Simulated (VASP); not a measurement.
Write the native input for VASP 6.6.1 that does the following.

```yaml
Task: single point
Functional: r2SCAN
Potentials_or_basis: VASP PAW PBE potentials, release 64 (Si, C)
Cutoff: 520 eV
k_mesh: 12 × 12 × 6
Occupations: gaussian, width 0.01 eV
Spin: no spin polarisation
Dipole_correction: no
Further_INCAR_settings: ALGO = Normal; EDIFF = 1e-06; NBANDS = 16
```

The system is SiC.

```
Si C
1.0
     3.07536    0.00000    0.00000
    -1.53768    2.66334    0.00000
     0.00000    0.00000    4.99763
Si C
2 2
Direct
  0.33333 0.66667 0.99909
  0.66667 0.33333 0.49909
  0.33333 0.66667 0.37591
  0.66667 0.33333 0.87591
```

This cell differs from its parent crystal: uniaxial z strain -1.0%.

One way to write it, as run:

POSCAR

```
SiC
1.0
    3.0753562392      0.0000000000      0.0000000000
   -1.5376781196      2.6633366288      0.0000000000
    0.0000000000      0.0000000000      4.9976270101
Si C
2 2
Direct
    0.3333333333      0.6666666667     -0.0009146521
    0.6666666667      0.3333333333      0.4990853479
    0.3333333333      0.6666666667      0.3759146521
    0.6666666667      0.3333333333      0.8759146521
```

INCAR.step1

```
SYSTEM = SiC
ALGO     = Normal         ! electronic algorithm
EDIFF    = 1E-4           ! SCF threshold, eV
ENCUT    = 520            ! plane-wave cutoff, eV
GGA      = PE             ! functional
ISMEAR   = 0              ! smearing method
LASPH    = .True.         ! aspherical terms in the spheres
LCHARG   = .False.        ! write CHGCAR
LREAL    = .False.        ! projectors in reciprocal space
LWAVE    = .True.         ! write WAVECAR
NBANDS   = 16             ! bands
NELM     = 60             ! most SCF steps
PREC     = Accurate       ! precision mode
SIGMA    = 0.01           ! smearing width, eV
```

INCAR.step2

```
SYSTEM = SiC
ALGO     = Normal         ! electronic algorithm
EDIFF    = 1E-6           ! SCF threshold, eV
ENCUT    = 520            ! plane-wave cutoff, eV
ISIF     = 2              ! what is computed and relaxed
ISMEAR   = 0              ! smearing method
ISTART   = 1            
LASPH    = .True.         ! aspherical terms in the spheres
LCHARG   = .False.        ! write CHGCAR
LMIXTAU  = .True.       
LREAL    = .False.        ! projectors in reciprocal space
LWAVE    = .False.        ! write WAVECAR
METAGGA  = R2SCAN         ! meta-GGA
NBANDS   = 16             ! bands
NELM     = 60             ! most SCF steps
PREC     = Accurate       ! precision mode
SIGMA    = 0.01           ! smearing width, eV
```

KPOINTS

```
k-points
0
Gamma
  12 12 6
  0 0 0
```

Potentials or basis: VASP PAW PBE potentials, release 64 (Si, C).

Run with:

```bash
$ cat potpaw_PBE.64/Si/POTCAR potpaw_PBE.64/C/POTCAR > POTCAR
$ cp INCAR.step1 INCAR
$ mpirun -np 1 vasp_std > vasp.out
$ cp INCAR.step2 INCAR
$ mpirun -np 1 vasp_std > vasp.out
```

Results of the run:

| Quantity | Value |
| --- | --- |
| Pressure | 2.1 GPa |
| Band gap on the k mesh | 2.72 eV, indirect (least direct gap 4.42 eV) |

Caveat: the cell differs from its parent crystal (uniaxial z strain -1.0%); the PAW data sets were made with another functional, which shifts forces and pressure a little.

Run time: 85 s on 1 thread of AMD EPYC 9R45 96-Core Processor (Zen 5), with other jobs on the host, peak memory 0.15 GiB.
